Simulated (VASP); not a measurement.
Ge, 2 atoms in the cell. Symmetry: Fd-3m, No. 227, cubic system. The conventional cell has a = 5.474 Å, b = 5.474 Å, c = 5.474 Å, α = 90.00°, β = 90.00°, γ = 90.00°. Ge (site symmetry -43m) has 4 Ge at 2.37 Å within 3.1 Å. 

* Program: VASP 6.6.1
* Task: single point
* Functional: r2SCAN
* Potentials or basis: VASP PAW PBE potentials, release 64 (Ge_d)
* Cutoff: 520 eV
* k mesh: 14 × 14 × 14
* Occupations: gaussian, width 0.01 eV
* Spin: no spin polarisation
* Dipole correction: no
* Further INCAR settings: ALGO = Normal; EDIFF = 1e-06; NBANDS = 21

Potentials or basis: VASP PAW PBE potentials, release 64 (Ge_d).

Run with:

```bash
$ cat potpaw_PBE.64/Ge_d/POTCAR > POTCAR
$ cp INCAR.step1 INCAR
$ mpirun -np 1 vasp_std > vasp.out
$ cp INCAR.step2 INCAR
$ mpirun -np 1 vasp_std > vasp.out
```

Hardware: 1 thread of Intel(R) Xeon(R) 6975P-C (Granite Rapids) (shared host).

How long does it take, and how much memory?

Wall time 2.3 min on 1 thread of Intel(R) Xeon(R) 6975P-C (Granite Rapids), on a shared host, peak memory 0.21 GiB. Counts: k points 104.
